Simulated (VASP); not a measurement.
# LuTl3 in VASP: further runs

LuTl3 is run at these levels: PBE; tasks: single point.

Everything below comes from runs of VASP 6.6.1. Logs are shortened: lines on timing, memory, paths and dates and some standing lists are left out, and cuts for length are marked.

### Step 1. The cell of the first run

The cell holds a disordered packing, 8 atoms: a = 5.898 Å, b = 6.122 Å, c = 6.359 Å, α = 109.85°, β = 90.98°, γ = 78.21°.

### Step 2. Single point, PBE

Contents of INCAR:

```
SYSTEM = LuTl3
ALGO = Normal
EDIFF = 1E-6
ENCUT = 520
GGA = PE
ISIF = 2
ISMEAR = -1
LASPH = .TRUE.
LCHARG = .FALSE.
LREAL = .FALSE.
LWAVE = .FALSE.
NBANDS = 74
NELM = 80
PREC = Accurate
SIGMA = 0.1
```

Contents of KPOINTS:

```
k-points
0
G
  3 3 3
  0 0 0
```

Contents of POSCAR:

```
LuTl3
1.0
    5.8424140000      0.7937270000      0.1637850000
    0.4337360000      6.1061600000     -0.0182330000
    0.0144120000     -2.1479420000      5.9848320000
Lu Tl
2 6
Direct
    0.0554716319      0.2737481383      0.4725464021
    0.8727462477      0.3705881351      0.0055293431
    0.0959059553      0.7319625123      0.3715106649
    0.8554988398      0.7784873071      0.7934797972
    0.5116300557      0.1481931533      0.6971755727
    0.2816917405      0.9273459908      0.9342139291
    0.6398332926      0.9042631039      0.2290141700
    0.5426879941      0.5456422215      0.4920476534
```

Potentials or basis: VASP PAW PBE potentials, release 64 (Lu, Tl_d).

The run is started by

```
> cat potpaw_PBE.64/Lu/POTCAR potpaw_PBE.64/Tl_d/POTCAR > POTCAR
> mpirun -np 1 vasp_std > vasp.out
```

OUTCAR:

```text
SYSTEM = LuTl3
   EDIFF = 1E-6
   ENCUT = 520
   GGA = PE
   ISIF = 2
   ISMEAR = -1
   LASPH = .TRUE.
   LREAL = .FALSE.
   NELM = 80
   PREC = Accurate

 ion  position               nearest neighbor table
   1  0.055  0.274  0.473-   4 3.07   5 3.10   3 3.12   8 3.12   3 3.14   2 3.34   2 3.39   6 3.47
                             8 3.58   7 3.64   7 3.74   5 3.85
   2  0.873  0.371  0.006-   5 3.08   3 3.10   7 3.11   6 3.15   4 3.20   1 3.34   1 3.39   8 3.41
                             4 3.43
   3  0.096  0.732  0.372-   8 2.85   7 2.93   4 2.96   2 3.10   1 3.12   1 3.14   6 3.60   6 3.64
                             7 3.79   8 3.84   5 3.95   5 3.97   4 4.00
   4  0.855  0.778  0.793-   7 2.86   8 2.86   6 2.87   5 2.94   3 2.96   1 3.07   2 3.20   6 3.37
                             2 3.43   3 4.00   7 4.05
   5  0.512  0.148  0.697-   6 2.85   7 2.87   4 2.94   2 3.08   1 3.10   8 3.16   8 3.44   1 3.85
                             3 3.95   3 3.97   7 4.14
   6  0.282  0.927  0.934-   7 2.81   5 2.85   4 2.87   2 3.15   8 3.15   4 3.37   1 3.47   3 3.60
                             3 3.64
   7  0.640  0.904  0.229-   6 2.81   4 2.86   5 2.87   3 2.93   2 3.11   8 3.31   8 3.63   1 3.64
                             1 3.74   3 3.79   4 4.05   5 4.14
   8  0.543  0.546  0.492-   3 2.85   4 2.86   1 3.12   6 3.15   5 3.16   7 3.31   2 3.41   5 3.44
                             1 3.58   7 3.63   3 3.84

  LATTYP: Found a triclinic cell.
 ALAT       =     6.3586222257
 B/A-ratio  =     2.7428695677
 C/A-ratio  =     2.5727140153
 COS(alpha) =     0.0119874112
 COS(beta)  =     0.5170786034
 COS(gamma) =     0.8541319108

  Lattice vectors:

 A1 = (  -0.0144120000,   2.1479420000,  -5.9848320000)
 A2 = (   6.2473260000,  11.1957710000, -11.8241120000)
 A3 = (  -6.7387100000,  -8.7101630000, -12.0969830000)

Analysis of symmetry for initial positions (statically):
=====================================================================
 Subroutine PRICEL returns:
 Original cell was already a primitive cell.

 Routine SETGRP: Setting up the symmetry group for a
 triclinic supercell.

 Subroutine GETGRP returns: Found  1 space group operations
 (whereof  1 operations were pure point group operations)
 out of a pool of  2 trial point group operations.

The static configuration has the point symmetry C_1 .

Analysis of symmetry for dynamics (positions and initial velocities):
=====================================================================
 Subroutine PRICEL returns:
 Original cell was already a primitive cell.

 Routine SETGRP: Setting up the symmetry group for a
 triclinic supercell.

[... 106 lines left out ...]
   LREAL  =      F    real-space projection
[... 7 lines left out ...]
   TEBEG  =    0.0;   TEEND  =   0.0 temperature during run
   PSTRESS=    0.0 pullay stress
   NELECT =     128.0000    total number of electrons
   NUPDOWN=      -1.0000    fix difference up-down
   EMIN   =  10.00;   EMAX   =-10.00  energy-range for DOS
   EFERMI =   0.00;   METHOD = LEGACY
   ISMEAR =    -1;   SIGMA  =   0.10  broadening in eV -4-tet -1-fermi 0-gaus
   EFERMI_NEDOS =   21; number of points for ismear=-14 and -15
   IALGO  =     38    algorithm
   IMIX   =      4    mixing-type and parameters
     AMIX     =   0.40;   BMIX     =  1.00
     AMIX_MAG =   1.60;   BMIX_MAG =  1.00
  volume/ion in A,a.u.               =      26.38       178.03
  Fermi-wavevector in a.u.,A,eV,Ry     =   1.385742  2.618673 26.127023  1.920282
  Thomas-Fermi vector in A             =   2.510124
   LORBIT       =      0    0 simple, 1 ext, 2 COOP (PROOUT), +10 PAW based schemes
   GGA     = PE    functional components
   LHFCALC =     F    Hartree Fock is set to
   AEXX    =    0.0000 exact exchange contribution
   IVDW    =     0    specifies the selected vdW correction
   LEPSILON=     F    determine dielectric tensor
   LRPA    =     F    only Hartree local field effects (RPA)
 non-spin polarized calculation
  energy-cutoff  :      520.00
  volume of cell :      211.05
 maximum number of plane-waves:      5701
 NGX is ok and might be reduce to    48
   NGX = 21   NGY = 23   NGZ = 23

 number of electron     128.0000023 magnetization

 Free energy of the ion-electron system (eV)
  ---------------------------------------------------
  ext. energy  EPLUGINS =         0.00000000
  ---------------------------------------------------
  free energy    TOTEN  =       -19.86001845 eV

  energy without entropy =      -19.68923655  energy(sigma->0) =      -19.77462750

 E-fermi :   6.4189     XC(G=0): -10.6553

 val. band max:        6.4162852298   @ k =   0.3333  -0.0000   0.0000
 cond. band min:       6.4218696346   @ k =  -0.3333   0.3333  -0.0000
 fundamental gap:      0.0055844048
 Fermi energy:         6.4189200806

 k-point     1 :       0.0000    0.0000    0.0000
  band No.  band energies     occupation
      1     -50.5779      2.00000
      2     -50.4188      2.00000
      3     -21.3143      2.00000
      4     -21.2737      2.00000
      5     -21.2492      2.00000
      6     -21.1338      2.00000
[... 1067 lines left out ...]
     73       9.5193      0.00000
     74       9.8701      0.00000

------------------------ aborting loop because EDIFF is reached ----------------------------------------

  FORCE on cell =-STRESS in cart. coord.  units (eV):
  Direction    XX          YY          ZZ          XY          YZ          ZX
  --------------------------------------------------------------------------------------
  -------------------------------------------------------------------------------------
  Total       15.9727503     10.3112877     14.3563646     -0.4384462     -2.2566192      3.0219824
  in kB      121.2560303     78.2774284    108.9853504     -3.3284343    -17.1309687     22.9411709
  external PRESSURE =     102.8396030 kB  Pullay stress =       0.0000000 kB

 VOLUME and BASIS-vectors are now :
 -----------------------------------------------------------------------------
  energy-cutoff  :      520.00
  volume of cell :      211.05
      direct lattice vectors                 reciprocal lattice vectors
     5.842414000  0.793727000  0.163785000     0.172968706 -0.012300831 -0.004831263
     0.433736000  6.106160000 -0.018233000    -0.024174863  0.165663959  0.059514617
     0.014412000 -2.147942000  5.984832000    -0.004807229  0.000841334  0.167402597

 POSITION                                       TOTAL-FORCE (eV/Angst)
 -----------------------------------------------------------------------------------
      0.44963      0.70058      2.83221         0.218663     -0.386830     -0.393180
      5.25976      2.94372      0.16928        -0.129218     -0.375256     -0.268998
      0.88315      3.74762      2.22579         0.500902      0.435551     -0.434121
      5.34727      3.72825      4.87477         0.467084     -0.230576      0.475590
      3.06348     -0.18651      4.25357        -0.155389      1.394732      0.441134
      2.06145      3.87947      5.62034        -0.765805     -0.079678      0.392287
      4.13368      5.53752      1.45892        -0.202637      0.284554      0.668964
      3.41436      2.70563      3.02376         0.066400     -1.042496     -0.881676
 -----------------------------------------------------------------------------------
    total drift:                               -0.000230      0.000016      0.000582

  FREE ENERGIE OF THE ION-ELECTRON SYSTEM (eV)
  ---------------------------------------------------
  free  energy   TOTEN  =       -19.8600184516 eV

  energy  without entropy=      -19.6892365453  energy(sigma->0) =      -19.77462750
```

OSZICAR:

```text
N       E                     dE             d eps       ncg     rms          rms(c)
DAV:   1     0.124314716573E+04    0.12431E+04   -0.56453E+04  3346   0.476E+03
DAV:   2     0.177332898837E+03   -0.10658E+04   -0.10074E+04  2560   0.865E+02
DAV:   3    -0.145949494985E+00   -0.17748E+03   -0.17038E+03  2244   0.215E+02
DAV:   4    -0.189154652663E+02   -0.18770E+02   -0.18380E+02  2712   0.587E+01
DAV:   5    -0.204695347335E+02   -0.15541E+01   -0.15396E+01  3472   0.120E+01    0.129E+01
DAV:   6    -0.199740160033E+02    0.49552E+00   -0.15180E+00  2960   0.118E+01    0.789E+00
DAV:   7    -0.198635266709E+02    0.11049E+00   -0.60119E-01  2736   0.588E+00    0.227E+00
DAV:   8    -0.198587708927E+02    0.47558E-02   -0.96753E-02  2736   0.380E+00    0.349E-01
DAV:   9    -0.198599146795E+02   -0.11438E-02   -0.11773E-02  2696   0.841E-01    0.196E-01
DAV:  10    -0.198599867022E+02   -0.72023E-04   -0.18343E-03  3208   0.516E-01    0.538E-02
DAV:  11    -0.198600091998E+02   -0.22498E-04   -0.43598E-04  3000   0.222E-01    0.225E-02
DAV:  12    -0.198600180213E+02   -0.88216E-05   -0.92393E-05  2616   0.614E-02    0.913E-03
DAV:  13    -0.198600181186E+02   -0.97287E-07   -0.11553E-05  2032   0.405E-02    0.309E-03
DAV:  14    -0.198600184516E+02   -0.33302E-06   -0.19316E-06  1640   0.933E-03
   1 F= -.19860018E+02 E0= -.19774627E+02  d E =-.170782E+00
```

It took 2.5 min on 1 thread of Intel Xeon 6975P-C (Granite Rapids), shared host; peak memory 0.41 GiB.

What came out:

| Item | Value |
| --- | --- |
| Free energy | -19.8600 eV |
| Pressure | 10.3 GPa |
| Largest force | 1.471 eV/Å |
| Band gap on the k mesh | zero (bands 64 and 65 overlap by 0.09 eV) |

Forces on the atoms (eV/Å):
```
Lu   0.219 -0.387 -0.393
Lu  -0.129 -0.375 -0.269
Tl   0.501  0.436 -0.434
Tl   0.467 -0.231  0.476
Tl  -0.155  1.395  0.441
Tl  -0.766 -0.080  0.392
Tl  -0.203  0.285  0.669
Tl   0.066 -1.042 -0.882
```

Stress tensor (GPa, compression positive):
```
12.13 -0.33  2.29
-0.33  7.83 -1.71
 2.29 -1.71 10.90
```

Caveat: the k points lie up to 0.37 Å⁻¹ apart; spin-orbit coupling is left out, which moves the levels of the heavy elements.

### Step 3. Single point, PBE

Contents of INCAR:

```
SYSTEM = LuTl3
  ALGO = Normal
  EDIFF = 1E-7
  ENCUT = 520
  GGA = PE
  ISIF = 2
  ISMEAR = -1
  LASPH = .True.
  LCHARG = .False.
  LREAL = .False.
  LWAVE = .False.
  NBANDS = 74
  NELM = 100
  PREC = Accurate
  SIGMA = 0.1
```

Contents of KPOINTS:

```
k-points
0
Gamma
  3 3 3
  0 0 0
```

Contents of POSCAR:

```
LuTl3
1.0
    5.8424140000      0.7937270000      0.1637850000
    0.4337360000      6.1061600000     -0.0182330000
    0.0144120000     -2.1479420000      5.9848320000
Lu Tl
2 6
Direct
    0.0525881538      0.2735677795      0.4736358198
    0.8693476867      0.3712097000      0.0096373893
    0.0980830863      0.7306411089      0.3693901919
    0.8602847563      0.7696898458      0.7933736513
    0.5099247541      0.1554287702      0.6997935626
    0.2839959983      0.9305527998      0.9367578713
    0.6362188097      0.9034494673      0.2268082874
    0.5441185668      0.5457543622      0.4868688511
```

Potentials or basis: VASP PAW PBE potentials, release 64 (Lu, Tl_d).

The run is started by

```
> cat potpaw_PBE.64/Lu/POTCAR potpaw_PBE.64/Tl_d/POTCAR > POTCAR
> mpirun -np 1 vasp_std > vasp.out
```

OUTCAR:

```text
SYSTEM = LuTl3
   EDIFF = 1E-7
   ENCUT = 520
   GGA = PE
   ISIF = 2
   ISMEAR = -1
   LASPH = .True.
   LREAL = .False.
   NELM = 100
   PREC = Accurate

 ion  position               nearest neighbor table
   1  0.053  0.274  0.474-   4 3.02   5 3.11   8 3.11   3 3.11   3 3.15   2 3.32   2 3.41   6 3.47
                             8 3.61   7 3.65   7 3.75   5 3.83
   2  0.869  0.371  0.010-   5 3.06   3 3.10   7 3.10   6 3.16   4 3.17   1 3.32   8 3.35   1 3.41
                             4 3.48
   3  0.098  0.731  0.369-   8 2.84   7 2.96   4 2.97   2 3.10   1 3.11   1 3.15   6 3.62   6 3.63
                             7 3.76   8 3.83   4 3.97   5 3.97   5 4.01
   4  0.860  0.770  0.793-   7 2.86   8 2.87   6 2.89   3 2.97   5 3.02   1 3.02   2 3.17   6 3.39
[... 1292 lines left out ...]
  external PRESSURE =     101.2011215 kB  Pullay stress =       0.0000000 kB

 VOLUME and BASIS-vectors are now :
 -----------------------------------------------------------------------------
  energy-cutoff  :      520.00
  volume of cell :      211.05
      direct lattice vectors                 reciprocal lattice vectors
     5.842414000  0.793727000  0.163785000     0.172968706 -0.012300831 -0.004831263
     0.433736000  6.106160000 -0.018233000    -0.024174863  0.165663959  0.059514617
     0.014412000 -2.147942000  5.984832000    -0.004807229  0.000841334  0.167402597

 POSITION                                       TOTAL-FORCE (eV/Angst)
 -----------------------------------------------------------------------------------
      0.43272      0.69485      2.83826         0.276624     -0.510494     -0.431893
      5.24024      2.93599      0.19330        -0.087710     -0.457411     -0.315086
      0.89527      3.74583      2.21348         0.344848      0.474684     -0.399980
      5.37142      3.67856      4.87508         0.384473      0.038162      0.469846
      3.05669     -0.14930      4.26883        -0.004312      1.164139      0.363895
      2.07634      3.89542      5.63589        -0.963141     -0.011154      0.150288
      4.11218      5.53442      1.44514        -0.002016      0.292218      0.947425
      3.42270      2.71858      2.99300         0.051234     -0.990145     -0.784495
 -----------------------------------------------------------------------------------
    total drift:                               -0.000559      0.000406      0.000134

  FREE ENERGIE OF THE ION-ELECTRON SYSTEM (eV)
  ---------------------------------------------------
  free  energy   TOTEN  =       -19.9266865784 eV

  energy  without entropy=      -19.7536454681  energy(sigma->0) =      -19.84016602
```

Wall time 2.7 min (1 thread of Intel Xeon 6975P-C (Granite Rapids), shared host); peak memory 0.4 GiB.

What came out:

```yaml
Free_energy: -19.9267 eV
Pressure: 10.1 GPa
Largest_force: 1.264 eV/Å
Band_gap_on_the_k_mesh: zero (bands 64 and 65 overlap by 0.08 eV)
```

Forces on the atoms (eV/Å):
```
Lu   0.277 -0.510 -0.432
Lu  -0.088 -0.457 -0.315
Tl   0.345  0.475 -0.400
Tl   0.384  0.038  0.470
Tl  -0.004  1.164  0.364
Tl  -0.963 -0.011  0.150
Tl  -0.002  0.292  0.947
Tl   0.051 -0.990 -0.784
```

Caveat: the k points lie up to 0.37 Å⁻¹ apart; spin-orbit coupling is left out, which moves the levels of the heavy elements.

### Step 4. Single point, PBE

Contents of INCAR:

```
PREC     = Accurate       # precision mode
ENCUT    = 520            # plane-wave cutoff, eV
EDIFF    = 1E-6           # SCF threshold, eV
ISMEAR   = -1             # smearing method
SIGMA    = 0.1            # smearing width, eV
LREAL    = F              # projectors in reciprocal space
LASPH    = T              # aspherical terms in the spheres
NELM     = 80             # most SCF steps
ALGO     = Normal         # electronic algorithm
ISIF     = 2              # what is computed and relaxed
LWAVE    = F              # write WAVECAR
LCHARG   = F              # write CHGCAR
GGA      = PE             # functional
NBANDS   = 74             # bands
```

Contents of KPOINTS:

```
Automatic mesh
0
Gamma
  3 3 3
```

Contents of POSCAR:

```
LuTl3
1.0
    5.8424140000      0.7937270000      0.1637850000
    0.4337360000      6.1061600000     -0.0182330000
    0.0144120000     -2.1479420000      5.9848320000
Lu Tl
2 6
Direct
    0.0500096730      0.2727486736      0.4743177740
    0.8659085069      0.3713273770      0.0134586213
    0.1005222828      0.7295353286      0.3669492436
    0.8653697029      0.7610024640      0.7936280887
    0.5081356036      0.1636780011      0.7027056651
    0.2855140769      0.9339075401      0.9394420784
    0.6325654418      0.9031257085      0.2253451659
    0.5456701644      0.5448679837      0.4810666348
```

The run is started by

```
> cat potpaw_PBE.64/Lu/POTCAR potpaw_PBE.64/Tl_d/POTCAR > POTCAR
> mpirun -np 1 vasp_std > vasp.out
```

Run time: 2.5 min. Hardware: 1 thread of Intel Xeon 6975P-C (Granite Rapids), shared host; peak memory 0.39 GiB.

The run converged. Its results:

```
Free energy            : -19.9803 eV
Pressure               : 10.0 GPa
Largest force          : 1.228 eV/Å
Band gap on the k mesh : zero (bands 64 and 65 overlap by 0.10 eV)
```

Forces in eV/Å, atoms in the order of the input:
```
Lu   0.332 -0.619 -0.472
Lu  -0.030 -0.509 -0.346
Tl   0.190  0.482 -0.359
Tl   0.285  0.262  0.463
Tl   0.080  0.937  0.298
Tl  -1.116  0.076 -0.107
Tl   0.205  0.290  1.176
Tl   0.052 -0.919 -0.653
```

Stress tensor (GPa, compression positive):
```
11.69 -0.43  2.71
-0.43  7.53 -1.71
 2.71 -1.71 10.80
```

Levels at points of the mesh, in eV from the Fermi level:
```tsv
k point	band 61	band 62	band 63	band 64	band 65	band 66	band 67	band 68
(0.00, 0.00, 0.00)	-1.76	-1.20	-0.88	-0.34	0.08	0.15	0.66	1.06
```

Caveat: the k points lie up to 0.37 Å⁻¹ apart; spin-orbit coupling is left out, which moves the levels of the heavy elements.

### Step 5. The runs side by side

| cell | gap on the mesh (eV) | pressure (GPa) | largest force (eV/Å) |
| --- | --- | --- | --- |
| as given, atomic positions A | none | 10.3 | 1.47 |
| as given, atomic positions B | none | 10.1 | 1.26 |
| as given, atomic positions C | none | 10.0 | 1.23 |

Alike in all rows: task single point; level PBE; potentials or basis VASP PAW PBE potentials, release 64 (Lu, Tl_d); no spin polarisation; k mesh 3 × 3 × 3; cutoff (eV) 520; smearing fermi-dirac 0.1 eV.

Caveats: all runs use coarse meshes; spin-orbit coupling is left out, which moves the levels of the heavy elements.

Total energies depend on the potentials used, so only differences within one code and one set of settings carry meaning.

The gap in the log of VASP goes by the Fermi energy; the results here count the filled bands.